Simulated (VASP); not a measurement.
Wanted: the native input for a VASP 6.6.1 run.

```
Task                   : single point
Functional             : LDA
Potentials or basis    : VASP PAW LDA potentials, release 64 (B, N)
Cutoff                 : 520 eV
k mesh                 : 10 × 10 × 4
Occupations            : gaussian, width 0.01 eV
Spin                   : no spin polarisation
Dipole correction      : no
Further INCAR settings : ALGO = Normal; EDIFF = 1e-06; NBANDS = 16
```

The structure of BN lies in POSCAR:

```
BN
1.0
    2.4870004754      0.0000000000      0.0000000000
   -1.2435002377      2.1538055909      0.0000000000
    0.0000000000      0.0000000000      6.3056345991
B N
2 2
Direct
    0.3333333333      0.6666666667      0.2500000000
    0.6666666667      0.3333333333      0.7500000000
    0.3333333333      0.6666666667      0.7500000000
    0.6666666667      0.3333333333      0.2500000000
```

These files were run (other wordings do the same):

INCAR

```
  ALGO = Normal
  EDIFF = 1E-6
  ENCUT = 520
  GGA = CA
  ISIF = 2
  ISMEAR = 0
  LASPH = True
  LCHARG = False
  LREAL = False
  LWAVE = False
  NBANDS = 16
  NELM = 100
  PREC = Accurate
  SIGMA = 0.01
```

KPOINTS

```
k-points
0
Gamma
  10 10 4
```

Potentials or basis: VASP PAW LDA potentials, release 64 (B, N).

Run with:

```bash
$ cat potpaw_LDA.64/B/POTCAR potpaw_LDA.64/N/POTCAR > POTCAR
$ mpirun -np 1 vasp_std > vasp.out
```

It gave:

```
Pressure               : 1.5 GPa
Band gap on the k mesh : 3.96 eV (least direct gap 4.37 eV)
```

It took 30 s on 1 thread of Intel Xeon 8259CL, on a shared host, peak memory 0.13 GiB.
